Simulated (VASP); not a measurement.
Input of a VASP 6.6.1 run:

Contents of INCAR:

```
SYSTEM = Hg
PREC = Accurate
ENCUT = 520
EDIFF = 1E-6
ISMEAR = -1
SIGMA = 0.05
LREAL = .False.
LASPH = .True.
NELM = 80
ALGO = Normal
ISIF = 2
LWAVE = .False.
LCHARG = .False.
GGA = PE
NBANDS = 19
```

The input KPOINTS:

```
regular mesh
0
Gamma
  11 11 11
  0 0 0
```

Contents of POSCAR:

```
Hg
1.0
    0.0000000000      3.5007375682      3.5007375682
    3.5007375682      0.0000000000      3.5007375682
    3.5007375682      3.5007375682      0.0000000000
Hg
2
Direct
   -0.1250000000     -0.1250000000     -0.1250000000
    0.1250000000      0.1250000000      0.1250000000
```

Potentials or basis: VASP PAW PBE potentials, release 64 (Hg).

Run with:

```sh
$ cat potpaw_PBE.64/Hg/POTCAR > POTCAR
$ mpirun -np 1 vasp_std > vasp.out
```

What does it give for the pressure?

0.6 GPa.

Predict the band gap on the k mesh.

zero (bands 12 and 13 overlap by 1.60 eV).

Caveat: spin-orbit coupling is left out, which moves the levels of the heavy elements.
